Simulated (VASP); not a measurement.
# AlNi (P4/mmm) in VASP: a series of runs, part 2 of 2

VASP 6.6.1. The steps go on from the part before.

### Step 5. Single point, PBEsol (volume scaled by 1.06, then relaxed in part)

Input file INCAR:

```
SYSTEM = AlNi
PREC = Accurate
ENCUT = 520
EDIFF = 1E-6
ISMEAR = 0
SIGMA = 0.1
LREAL = .False.
LASPH = .True.
NELM = 80
ALGO = Fast
ISIF = 2
LWAVE = .False.
LCHARG = .True.
GGA = PS
LELF = .True.
LVHAR = .True.
NBANDS = 14
```

Input file KPOINTS:

```
Automatic mesh
0
Gamma
  16 16 14
  0 0 0
```

Input file POSCAR:

```
AlNi
1.0
    2.0609720360     -2.0609941628      0.0000000000
    2.0609720360      2.0609941628      0.0000000000
    0.0000000000      0.0000000000      2.9256860164
Al Ni
1 1
Direct
    0.0000000000      0.0000000000      0.0000000000
    0.5000000000      0.5000000000      0.5000000000
```

On the command line:

```sh
$ cat potpaw_PBE.64/Al/POTCAR potpaw_PBE.64/Ni/POTCAR > POTCAR
$ mpirun -np 1 vasp_std > vasp.out
```

Wall time 62 s (1 thread of Intel Xeon 6975P-C (Granite Rapids), shared host); peak memory 0.31 GiB.

The run converged. Its results:

* Free energy: -11.5490 eV
* Pressure: -9.1 GPa

Levels at points of the mesh, in eV from the Fermi level:
```
           k point  band 5  band 6  band 7  band 8  band 9  band 10
(0.00, 0.00, 0.00)   -1.46   -1.45    5.26    5.39    5.39     8.01
(0.50, 0.00, 0.00)   -2.12   -1.37   -0.61    8.26    9.73     9.86
(0.50, 0.50, 0.00)   -1.96   -1.96   -0.95    1.43    2.35    11.81
(0.00, 0.00, 0.50)   -2.12   -1.37   -0.63    8.26    9.84     9.84
(0.50, 0.00, 0.50)   -1.95   -1.95   -0.96    1.39    2.32    11.90
(0.50, 0.50, 0.50)   -0.92    2.02    2.02    2.02    3.40     4.31
```

Caveat: the PAW data sets were made with another functional, which shifts forces and pressure a little. Spin polarisation is off, so any magnetic state and its effect on volume and gap are missing.

### Step 6. Relaxation of shape and atoms at fixed volume, PBEsol (volume scaled by 0.94)

Input file INCAR:

```
SYSTEM = AlNi
PREC = Accurate
ENCUT = 600
EDIFF = 1E-6
ISMEAR = 0
SIGMA = 0.1
LREAL = .False.
LASPH = .True.
NELM = 80
ALGO = Fast
ISIF = 4
LWAVE = .False.
LCHARG = .False.
GGA = PS
IBRION = 2
NSW = 50
EDIFFG = -0.01
```

KPOINTS is that of step 5.

Input file POSCAR:

```
AlNi
1.0
    1.9800649153     -1.9800861735      0.0000000000
    1.9800649153      1.9800861735      0.0000000000
    0.0000000000      0.0000000000      2.8108330114
Al Ni
1 1
Direct
    0.0000000000      0.0000000000      0.0000000000
    0.5000000000      0.5000000000      0.5000000000
```

Potentials or basis: VASP PAW PBE potentials, release 64 (Al, Ni).

On the command line:

```sh
$ cat potpaw_PBE.64/Al/POTCAR potpaw_PBE.64/Ni/POTCAR > POTCAR
$ mpirun -np 1 vasp_std > vasp.out
```

OUTCAR:

```text
SYSTEM = AlNi
   PREC = Accurate
   ENCUT = 600
   EDIFF = 1E-6
   ISMEAR = 0
   LREAL = .False.
   LASPH = .True.
   NELM = 80
   ISIF = 4
   GGA = PS
   IBRION = 2
   NSW = 50
   EDIFFG = -0.01

 ion  position               nearest neighbor table
   1  0.000  0.000  0.000-   2 2.43   2 2.43   2 2.43   2 2.43   2 2.43   2 2.43   2 2.43   2 2.43

[... 510 lines left out ...]
------------------------ aborting loop because EDIFF is reached ----------------------------------------

  FORCE on cell =-STRESS in cart. coord.  units (eV):
  Direction    XX          YY          ZZ          XY          YZ          ZX
  --------------------------------------------------------------------------------------
  -------------------------------------------------------------------------------------
  Total        1.7326688      1.7322023      1.7208325      0.0000000      0.0000000      0.0000000
  in kB      125.9498283    125.9159138    125.0894290      0.0000000      0.0000000      0.0000000
  external PRESSURE =     125.6517237 kB  Pullay stress =       0.0000000 kB

 VOLUME and BASIS-vectors are now :
 -----------------------------------------------------------------------------
  energy-cutoff  :      600.00
  volume of cell :       22.04
      direct lattice vectors                 reciprocal lattice vectors
     1.980064915 -1.980086173  0.000000000     0.252516974 -0.252514263  0.000000000
     1.980064915  1.980086173  0.000000000     0.252516974  0.252514263  0.000000000
     0.000000000  0.000000000  2.810833011     0.000000000  0.000000000  0.355766421

 POSITION                                       TOTAL-FORCE (eV/Angst)
 -----------------------------------------------------------------------------------
      0.00000      0.00000      0.00000         0.000000      0.000000      0.000000
      1.98006      0.00000      1.40542         0.000000      0.000000      0.000000
 -----------------------------------------------------------------------------------
    total drift:                                0.000000     -0.000000     -0.000000

  FREE ENERGIE OF THE ION-ELECTRON SYSTEM (eV)
  ---------------------------------------------------
  free  energy   TOTEN  =       -11.5366102938 eV

  energy  without entropy=      -11.5331666412  energy(sigma->0) =      -11.53488847

 reached required accuracy - stopping structural energy minimisation
```

CONTCAR:

```text
AlNi
   1.00000000000000
     1.9800649153000001   -1.9800861734999999    0.0000000000000000
     1.9800649153000001    1.9800861734999999    0.0000000000000000
     0.0000000000000000    0.0000000000000000    2.8108330114000002
  Al              Ni
     1     1
Direct
     0.0000000000000000    0.0000000000000000    0.0000000000000000
     0.5000000000000000    0.5000000000000000    0.5000000000000000

  0.00000000E+00  0.00000000E+00  0.00000000E+00
  0.00000000E+00  0.00000000E+00  0.00000000E+00
```

It took 42 s on 1 thread of Intel Xeon 6975P-C (Granite Rapids), shared host; peak memory 0.3 GiB.

What came out:

| Property | Result |
| --- | --- |
| Free energy | -11.5366 eV |
| Pressure after relaxing | 12.6 GPa |

Final structure:
```yaml
crystal:
  lattice:
    - [1.98006, -1.98009, 0.00000]
    - [1.98006, 1.98009, 0.00000]
    - [0.00000, 0.00000, 2.81083]
  atoms:
    - { symbol: Al, position: [0.00000, 0.00000, 0.00000] }
    - { symbol: Ni, position: [0.50000, 0.50000, 0.50000] }
```

Levels at points of the mesh, in eV from the Fermi level:
```
           k point  band 5  band 6  band 7  band 8  band 9  band 10
(0.00, 0.00, 0.00)   -1.71   -1.70    5.77    5.92    5.92     8.43
(0.50, 0.00, 0.00)   -2.48   -1.60   -0.67    8.40   10.33    10.46
(0.50, 0.50, 0.00)   -2.32   -2.32   -1.10    1.65    2.94    13.16
(0.00, 0.00, 0.50)   -2.48   -1.60   -0.70    8.40   10.45    10.51
(0.50, 0.00, 0.50)   -2.31   -2.30   -1.11    1.62    2.90    13.26
(0.50, 0.50, 0.50)   -1.07    1.92    1.93    1.93    4.48     4.84
```

Caveat: the relaxation stopped at its first step, so nothing moved; the PAW data sets were made with another functional, which shifts forces and pressure a little. Spin polarisation is off, so any magnetic state and its effect on volume and gap are missing.

### Step 7. Summary

```csv
task,cell,cutoff (eV),gap on the mesh (eV),pressure (GPa)
single point,"a = 2.830, b = 2.830, c = 2.840 Å, 2 atoms",520,none,5.6
single point,"a = 2.859, b = 2.859, c = 2.869 Å, 2 atoms",520,none,0.1
single point,"a = 2.887, b = 2.887, c = 2.898 Å, 2 atoms",520,none,-5.0
single point,"a = 2.915, b = 2.915, c = 2.926 Å, 2 atoms",520,none,-9.1
relaxation of shape and atoms at fixed volume,"relaxed from a = 2.800, b = 2.800, c = 2.811 Å, 2 atoms",600,none,12.6
```

Alike in all rows: level PBEsol; potentials or basis VASP PAW PBE potentials, release 64 (Al, Ni); no spin polarisation; k mesh 16 × 16 × 14; smearing gaussian 0.1 eV.

Caveats: the PAW data sets were made with another functional, which shifts forces and pressure a little; the relaxation stopped at its first step, so nothing moved (some runs).

Absolute energies hang on the potentials; compare differences alone.
